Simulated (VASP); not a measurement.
# Zr2H3 (Pm-3m) in VASP: notebook

The runs below take Zr2H3 through relaxation of cell and atoms, single point, with PBE.

All numbers are computed with VASP 6.6.1; they aren't measurements. Logs are shortened: lines on timing, memory, paths and dates and some standing lists are left out, and cuts for length are marked.

## Step 1: The cell of the first run

Symmetry: Pm-3m, No. 221, cubic system. The conventional cell has a = 3.855 Å, b = 3.855 Å, c = 3.855 Å, α = 90.00°, β = 90.00°, γ = 90.00°. Zr (site symmetry m-3m) has 12 H at 2.73 Å and 8 Zr at 3.34 Å within 3.6 Å. Within 2.6 Å of Zr (site symmetry m-3m) lie 6 H at 1.93 Å. H (site symmetry 4/mmm) has 2 Zr at 1.93 Å within 2.6 Å.

The cell was generated, and may not be a known phase.

## Step 2: Relaxation of cell and atoms, PBE

Contents of INCAR:

```
  PREC = Accurate
  ENCUT = 600
  EDIFF = 1E-6
  ISMEAR = 0
  SIGMA = 0.1
  LREAL = False
  LASPH = True
  NELM = 80
  ALGO = Normal
  ISIF = 3
  LWAVE = False
  LCHARG = False
  GGA = PE
  IBRION = 2
  NSW = 90
  EDIFFG = -0.04
```

Contents of KPOINTS:

```
regular mesh
0
Gamma
  4 4 4
```

Contents of POSCAR:

```
Zr2H3
1.0
    3.8550124500      0.0000000000      0.0000000000
    0.0000000000      3.8550124500      0.0000000000
    0.0000000000      0.0000000000      3.8550124500
Zr H
2 3
Direct
    0.5000000000      0.5000000000      0.5000000000
    0.0000000000      0.0000000000      0.0000000000
    0.5000000000      0.0000000000      0.0000000000
    0.0000000000      0.5000000000      0.0000000000
    0.0000000000      0.0000000000      0.5000000000
```

Potentials or basis: VASP PAW PBE potentials, release 64 (Zr_sv, H).

Launch:

```sh
$ cat potpaw_PBE.64/Zr_sv/POTCAR potpaw_PBE.64/H/POTCAR > POTCAR
$ mpirun -np 1 vasp_std > vasp.out
```

OUTCAR:

```text
PREC = Accurate
   ENCUT = 600
   EDIFF = 1E-6
   ISMEAR = 0
   LREAL = False
   LASPH = True
   NELM = 80
   ISIF = 3
   GGA = PE
   IBRION = 2
   NSW = 90
   EDIFFG = -0.04

 ion  position               nearest neighbor table
   1  0.500  0.500  0.500-   2 3.34   2 3.34   2 3.34   2 3.34   2 3.34   2 3.34   2 3.34   2 3.34

   2  0.000  0.000  0.000-   3 1.93   4 1.93   5 1.93   5 1.93   4 1.93   3 1.93   1 3.34   1 3.34
                             1 3.34   1 3.34   1 3.34   1 3.34   1 3.34   1 3.34
   3  0.500  0.000  0.000-   2 1.93   2 1.93
   4  0.000  0.500  0.000-   2 1.93   2 1.93
   5  0.000  0.000  0.500-   2 1.93   2 1.93

  LATTYP: Found a simple cubic cell.
 ALAT       =     3.8550124500

  Lattice vectors:

 A1 = (   3.8550124500,   0.0000000000,   0.0000000000)
 A2 = (   0.0000000000,   3.8550124500,   0.0000000000)
 A3 = (   0.0000000000,   0.0000000000,   3.8550124500)

Analysis of symmetry for initial positions (statically):
=====================================================================
 Subroutine PRICEL returns:
 Original cell was already a primitive cell.

 Routine SETGRP: Setting up the symmetry group for a
 simple cubic supercell.

 Subroutine GETGRP returns: Found 48 space group operations
 (whereof 48 operations were pure point group operations)
 out of a pool of 48 trial point group operations.

The static configuration has the point symmetry O_h .

Analysis of symmetry for dynamics (positions and initial velocities):
=====================================================================
 Subroutine PRICEL returns:
 Original cell was already a primitive cell.

 Routine SETGRP: Setting up the symmetry group for a
 simple cubic supercell.

 Subroutine GETGRP returns: Found 48 space group operations
 (whereof 48 operations were pure point group operations)
 out of a pool of 48 trial point group operations.

The dynamic configuration has the point symmetry O_h .

 Subroutine INISYM returns: Found 48 space group operations
 (whereof 48 operations are pure point group operations),
 and found     1 'primitive' translations

----------------------------------------------------------------------------------------

                                     Primitive cell

[... 145 lines left out ...]
  energy-cutoff  :      600.00
  volume of cell :       57.29
      direct lattice vectors                 reciprocal lattice vectors
     3.855012450  0.000000000  0.000000000     0.259402534  0.000000000  0.000000000
     0.000000000  3.855012450  0.000000000     0.000000000  0.259402534  0.000000000
     0.000000000  0.000000000  3.855012450     0.000000000  0.000000000  0.259402534

 POSITION                                       TOTAL-FORCE (eV/Angst)
 -----------------------------------------------------------------------------------
      1.92751      1.92751      1.92751         0.000000      0.000000      0.000000
      0.00000      0.00000      0.00000         0.000000      0.000000      0.000000
      1.92751      0.00000      0.00000         0.000000      0.000000      0.000000
      0.00000      1.92751      0.00000         0.000000      0.000000      0.000000
      0.00000      0.00000      1.92751         0.000000      0.000000      0.000000
 -----------------------------------------------------------------------------------
    total drift:                                0.000000      0.000000     -0.000000

  FREE ENERGIE OF THE ION-ELECTRON SYSTEM (eV)
  ---------------------------------------------------
  free  energy   TOTEN  =       -28.0558394633 eV

  energy  without entropy=      -28.0508608238  energy(sigma->0) =      -28.05335014

--------------------------------------- Ionic step        2  -------------------------------------------

 number of electron      26.9999998 magnetization

 Free energy of the ion-electron system (eV)
  ---------------------------------------------------
  ext. energy  EPLUGINS =         0.00000000
  ---------------------------------------------------
  free energy    TOTEN  =       -28.11811742 eV

  energy without entropy =      -28.11379775  energy(sigma->0) =      -28.11595758

 E-fermi :   8.5983     XC(G=0): -11.0960

 val. band max:        8.3962581486   @ k =   0.2500   0.0000   0.0000
 cond. band min:       8.6969762647   @ k =   0.2500   0.0000   0.0000
 fundamental gap:      0.3007181161
 Fermi energy:         8.5983219042

 k-point     1 :       0.0000    0.0000    0.0000
  band No.  band energies     occupation
      1     -41.1673      2.00000
      2     -39.8882      2.00000
      3     -19.1572      2.00000
      4     -19.1572      2.00000
      5     -19.1572      2.00000
      6     -17.9708      2.00000
[... 177 lines left out ...]
      4     -19.2017      2.00000
      5     -19.2017      2.00000
      6     -18.2130      2.00000
[... 9 lines left out ...]
     16      11.2436      0.00000
     17      11.3100      0.00000

------------------------ aborting loop because EDIFF is reached ----------------------------------------

  FORCE on cell =-STRESS in cart. coord.  units (eV):
  Direction    XX          YY          ZZ          XY          YZ          ZX
  --------------------------------------------------------------------------------------
  -------------------------------------------------------------------------------------
  Total        0.1588368      0.1588368      0.1588368      0.0000000      0.0000000     -0.0000000
  in kB        4.7263311      4.7263311      4.7263311      0.0000000      0.0000000     -0.0000000
  external PRESSURE =       4.7263311 kB  Pullay stress =       0.0000000 kB

 VOLUME and BASIS-vectors are now :
 -----------------------------------------------------------------------------
  energy-cutoff  :      600.00
  volume of cell :       53.84
      direct lattice vectors                 reciprocal lattice vectors
     3.776120608  0.000000000  0.000000000     0.264822050 -0.000000000  0.000000000
     0.000000000  3.776120608  0.000000000    -0.000000000  0.264822050 -0.000000000
    -0.000000000  0.000000000  3.776120608    -0.000000000 -0.000000000  0.264822050

 POSITION                                       TOTAL-FORCE (eV/Angst)
 -----------------------------------------------------------------------------------
      1.88806      1.88806      1.88806         0.000000      0.000000      0.000000
      0.00000      0.00000      0.00000        -0.000000     -0.000000      0.000000
      1.88806      0.00000      0.00000        -0.000000     -0.000000      0.000000
      0.00000      1.88806      0.00000        -0.000000     -0.000000      0.000000
     -0.00000      0.00000      1.88806        -0.000000     -0.000000      0.000000
 -----------------------------------------------------------------------------------
    total drift:                                0.000000      0.000000     -0.000000

  FREE ENERGIE OF THE ION-ELECTRON SYSTEM (eV)
  ---------------------------------------------------
  free  energy   TOTEN  =       -28.1181174196 eV

  energy  without entropy=      -28.1137977481  energy(sigma->0) =      -28.11595758

 reached required accuracy - stopping structural energy minimisation
```

OSZICAR:

```text
N       E                     dE             d eps       ncg     rms          rms(c)
DAV:   1     0.257000037082E+03    0.25700E+03   -0.15756E+04   340   0.171E+03
DAV:   2    -0.114054385436E+02   -0.26841E+03   -0.26559E+03   380   0.435E+02
DAV:   3    -0.303550643852E+02   -0.18950E+02   -0.18323E+02   651   0.929E+01
[... 17 lines left out ...]
DAV:   5    -0.281161049131E+02   -0.90770E-02   -0.26553E-02   522   0.983E-01    0.327E-01
DAV:   6    -0.281180704865E+02   -0.19656E-02   -0.25380E-03   531   0.329E-01    0.540E-02
DAV:   7    -0.281180774316E+02   -0.69451E-05   -0.15914E-04   508   0.798E-02    0.540E-02
DAV:   8    -0.281181172182E+02   -0.39787E-04   -0.58907E-05   460   0.711E-02    0.382E-03
DAV:   9    -0.281181174196E+02   -0.20138E-06   -0.10578E-06   252   0.903E-03
   2 F= -.28118117E+02 E0= -.28115958E+02  d E =-.622780E-01
```

Wall time 17 s (1 thread of Intel Xeon Platinum 8488C (Sapphire Rapids), shared host); peak memory 0.18 GiB.

Results:

- Free energy: -28.1181 eV
- Relaxed volume: 10.77 Å³/atom
- Relaxed cell: a = 3.776 Å, b = 3.776 Å, c = 3.776 Å, α = 90.00°, β = 90.00°, γ = 90.00°
- Space group after relaxing (to 0.1 Å): Pm-3m (No. 221)
- Energy gained by relaxing: 12.5 meV/atom
- Ionic steps: 2
- Pressure after relaxing: 0.5 GPa
- Band gap on the k mesh: zero (an odd number of electrons rules out a gap without spin polarisation)

Step by step:
| step | energy change (eV) | largest force (eV/Å) | pressure (GPa) | volume (Å³) |
| --- | --- | --- | --- | --- |
| 1 | 0.0000 | 0.0000 | -5.93 | 57.29 |
| 2 | -0.0623 | 0.0000 | 0.47 | 53.84 |

Final structure:
```
Zr H
1.0
     3.77612    0.00000    0.00000
     0.00000    3.77612    0.00000
     0.00000    0.00000    3.77612
Zr H
2 3
Direct
  0.50000 0.50000 0.50000
  0.00000 0.00000 0.00000
  0.50000 0.00000 0.00000
  0.00000 0.50000 0.00000
  0.00000 0.00000 0.50000
```

Levels at points of the mesh, in eV from the Fermi level:
```
           k point  band 11  band 12  band 13  band 14  band 15  band 16  band 17
(0.00, 0.00, 0.00)    -6.64     0.28     0.28     0.28     0.83     0.83     4.16
(0.50, 0.00, 0.00)    -5.61    -1.15     0.18     0.18     0.56     0.56     1.59
(0.50, 0.50, 0.00)    -4.08    -3.56    -1.42    -1.42     1.15     2.19     2.55
(0.50, 0.50, 0.50)    -4.63    -1.60    -1.60    -1.60     2.65     2.65     2.71
```

Caveat: the k points lie up to 0.42 Å⁻¹ apart in the final cell, too coarse for converged energies and pressures of a metal.

## Step 3: Single point, PBE

This run uses another cell than the first one, of 10.82 Å³/atom.

Contents of INCAR:

```
SYSTEM = Zr2H3
PREC = Accurate
ENCUT = 520
EDIFF = 1E-6
ISMEAR = 0
SIGMA = 0.1
LREAL = .False.
LASPH = .True.
NELM = 80
ALGO = Normal
ISIF = 2
LWAVE = .False.
LCHARG = .False.
GGA = PE
NBANDS = 22
```

Contents of KPOINTS:

```
regular mesh
0
Gamma
  10 10 10
  0 0 0
```

Edit POSCAR of step 2 so:

```diff
@@ -2,5 +2,5 @@
 1.0
-    3.8550124500      0.0000000000      0.0000000000
-    0.0000000000      3.8550124500      0.0000000000
-    0.0000000000      0.0000000000      3.8550124500
+    3.7820756511      0.0000000000      0.0000000000
+    0.0000000000      3.7820756511      0.0000000000
+    0.0000000000      0.0000000000      3.7820756511
 Zr H
```

Potentials or basis: VASP PAW PBE potentials, release 64 (Zr_sv, H).

Launch:

```sh
$ cat potpaw_PBE.64/Zr_sv/POTCAR potpaw_PBE.64/H/POTCAR > POTCAR
$ mpirun -np 1 vasp_std > vasp.out
```

Wall time 34 s (1 thread of Intel Xeon Platinum 8488C (Sapphire Rapids), shared host); peak memory 0.19 GiB.

The run converged. Its results:

- Free energy: -28.0992 eV
- Pressure: -0.1 GPa
- Band gap on the k mesh: zero (an odd number of electrons rules out a gap without spin polarisation)

Levels at points of the mesh, in eV from the Fermi level:
```csv
k point,band 10,band 11,band 12,band 13,band 14,band 15,band 16,band 17,band 18,band 19
"(0.00, 0.00, 0.00)",-6.27,-6.27,0.61,0.61,0.61,1.15,1.15,4.47,4.47,4.47
"(0.50, 0.00, 0.00)",-5.65,-5.27,-0.81,0.50,0.50,0.90,0.90,1.90,2.55,3.01
"(0.50, 0.50, 0.00)",-3.74,-3.74,-3.21,-1.08,-1.08,1.47,2.50,2.89,2.89,5.01
"(0.50, 0.50, 0.50)",-4.29,-4.29,-1.25,-1.25,-1.25,2.98,2.98,3.01,3.01,3.66
```

## Step 4: Relaxation of cell and atoms, PBE

This run uses another cell than the first one, of 10.81 Å³/atom.

Contents of INCAR:

```
  PREC = Accurate
  ENCUT = 600
  EDIFF = 1E-6
  ISMEAR = 0
  SIGMA = 0.1
  LREAL = False
  LASPH = True
  NELM = 80
  ALGO = Normal
  ISIF = 3
  LWAVE = False
  LCHARG = False
  GGA = PE
  IBRION = 2
  NSW = 100
  EDIFFG = -0.01
```

Contents of KPOINTS:

```
regular mesh
0
Gamma
  10 10 10
```

Edit POSCAR of step 3 so:

```diff
@@ -2,5 +2,5 @@
 1.0
-    3.7820756511      0.0000000000      0.0000000000
-    0.0000000000      3.7820756511      0.0000000000
-    0.0000000000      0.0000000000      3.7820756511
+    3.7809033589      0.0000000000      0.0000000000
+    0.0000000000      3.7809033589      0.0000000000
+    0.0000000000      0.0000000000      3.7809033589
 Zr H
```

Potentials or basis: VASP PAW PBE potentials, release 64 (Zr_sv, H).

Launch:

```sh
$ cat potpaw_PBE.64/Zr_sv/POTCAR potpaw_PBE.64/H/POTCAR > POTCAR
$ mpirun -np 1 vasp_std > vasp.out
```

OUTCAR:

```text
PREC = Accurate
   ENCUT = 600
   EDIFF = 1E-6
   ISMEAR = 0
   LREAL = False
   LASPH = True
   NELM = 80
   ISIF = 3
   GGA = PE
   IBRION = 2
   NSW = 100
   EDIFFG = -0.01

 ion  position               nearest neighbor table
   1  0.500  0.500  0.500-   2 3.27   2 3.27   2 3.27   2 3.27   2 3.27   2 3.27   2 3.27   2 3.27

   2  0.000  0.000  0.000-   3 1.89   4 1.89   5 1.89   5 1.89   4 1.89   3 1.89   1 3.27   1 3.27
                             1 3.27   1 3.27   1 3.27   1 3.27   1 3.27   1 3.27
   3  0.500  0.000  0.000-   2 1.89   2 1.89
   4  0.000  0.500  0.000-   2 1.89   2 1.89
   5  0.000  0.000  0.500-   2 1.89   2 1.89

  LATTYP: Found a simple cubic cell.
[... 733 lines left out ...]
  Total       -0.0059779     -0.0059779     -0.0059779     -0.0000000      0.0000000      0.0000000
  in kB       -0.1769121     -0.1769121     -0.1769121     -0.0000000      0.0000000      0.0000000
  external PRESSURE =      -0.1769121 kB  Pullay stress =       0.0000000 kB

 VOLUME and BASIS-vectors are now :
 -----------------------------------------------------------------------------
  energy-cutoff  :      600.00
  volume of cell :       54.14
      direct lattice vectors                 reciprocal lattice vectors
     3.782968517  0.000000000 -0.000000000     0.264342670  0.000000000  0.000000000
    -0.000000000  3.782968517  0.000000000    -0.000000000  0.264342670 -0.000000000
    -0.000000000  0.000000000  3.782968517     0.000000000  0.000000000  0.264342670

 POSITION                                       TOTAL-FORCE (eV/Angst)
 -----------------------------------------------------------------------------------
      1.89148      1.89148      1.89148        -0.000000      0.000000      0.000000
      0.00000      0.00000      0.00000         0.000000      0.000000      0.000000
      1.89148      0.00000     -0.00000         0.000000      0.000000      0.000000
     -0.00000      1.89148      0.00000         0.000000      0.000000      0.000000
     -0.00000      0.00000      1.89148         0.000000      0.000000      0.000000
 -----------------------------------------------------------------------------------
    total drift:                                0.000000      0.000000      0.000000

  FREE ENERGIE OF THE ION-ELECTRON SYSTEM (eV)
  ---------------------------------------------------
  free  energy   TOTEN  =       -28.1009737668 eV

  energy  without entropy=      -28.0945294197  energy(sigma->0) =      -28.09775159

 reached required accuracy - stopping structural energy minimisation
```

OSZICAR:

```text
N       E                     dE             d eps       ncg     rms          rms(c)
DAV:   1     0.260629223553E+03    0.26063E+03   -0.15784E+04  1904   0.171E+03
DAV:   2    -0.129625029084E+02   -0.27359E+03   -0.27033E+03  2266   0.441E+02
DAV:   3    -0.304422295229E+02   -0.17480E+02   -0.17151E+02  3454   0.921E+01
[... 14 lines left out ...]
DAV:   2    -0.281010696661E+02    0.41066E-03   -0.18160E-03  2292   0.397E-01    0.772E-02
DAV:   3    -0.281009644524E+02    0.10521E-03   -0.57054E-04  2750   0.193E-01    0.476E-02
DAV:   4    -0.281009713906E+02   -0.69382E-05   -0.55755E-05  2501   0.401E-02    0.174E-02
DAV:   5    -0.281009741847E+02   -0.27942E-05   -0.15882E-05  2890   0.234E-02    0.897E-03
DAV:   6    -0.281009737668E+02    0.41795E-06   -0.18467E-06  1855   0.852E-03
   2 F= -.28100974E+02 E0= -.28097752E+02  d E =-.398676E-04
```

It took 82 s on 1 thread of Intel Xeon Platinum 8488C (Sapphire Rapids), shared host; peak memory 0.2 GiB.

Results:

```
Free energy                           : -28.1010 eV
Relaxed volume                        : 10.83 Å³/atom
Relaxed cell                          : a = 3.783 Å, b = 3.783 Å, c = 3.783 Å, α = 90.00°, β = 90.00°, γ = 90.00°
Space group after relaxing (to 0.1 Å) : Pm-3m (No. 221)
Energy gained by relaxing             : 0.0 meV/atom
Ionic steps                           : 2
Pressure after relaxing               : 0.0 GPa
Band gap on the k mesh                : zero (an odd number of electrons rules out a gap without spin polarisation)
```

Final structure:
```
Zr H
1.0
     3.78297    0.00000    0.00000
     0.00000    3.78297    0.00000
     0.00000    0.00000    3.78297
Zr H
2 3
Direct
  0.50000 0.50000 0.50000
  0.00000 0.00000 0.00000
  0.50000 0.00000 0.00000
  0.00000 0.50000 0.00000
  0.00000 0.00000 0.50000
```

Levels at points of the mesh, in eV from the Fermi level:
```
           k point  band 11  band 12  band 13  band 14  band 15  band 16  band 17
(0.00, 0.00, 0.00)    -6.27     0.61     0.61     0.61     1.14     1.14     4.47
(0.50, 0.00, 0.00)    -5.27    -0.81     0.50     0.50     0.90     0.90     1.89
(0.50, 0.50, 0.00)    -3.74    -3.21    -1.08    -1.08     1.47     2.50     2.88
(0.50, 0.50, 0.50)    -4.29    -1.25    -1.25    -1.25     2.98     2.98     3.00
```

## Step 5: Summary

| task | cell | k mesh | cutoff (eV) | gap on the mesh (eV) | pressure (GPa) | relaxed volume (Å³/atom) |
| --- | --- | --- | --- | --- | --- | --- |
| relaxation of cell and atoms | relaxed from a = 3.855 Å, 5 atoms | 4 × 4 × 4 | 600 | none | 0.5 | 10.77 |
| single point | a = 3.782 Å, 5 atoms | 10 × 10 × 10 | 520 | none | -0.1 | - |
| relaxation of cell and atoms | relaxed from a = 3.781 Å, 5 atoms | 10 × 10 × 10 | 600 | none | 0.0 | 10.83 |

Alike in all rows: level PBE; potentials or basis VASP PAW PBE potentials, release 64 (Zr_sv, H); no spin polarisation; smearing gaussian 0.1 eV.

Caveats: some runs use coarse meshes.

Absolute energies hang on the potentials; compare differences alone.

The gap in the log of VASP goes by the Fermi energy; the results here count the filled bands.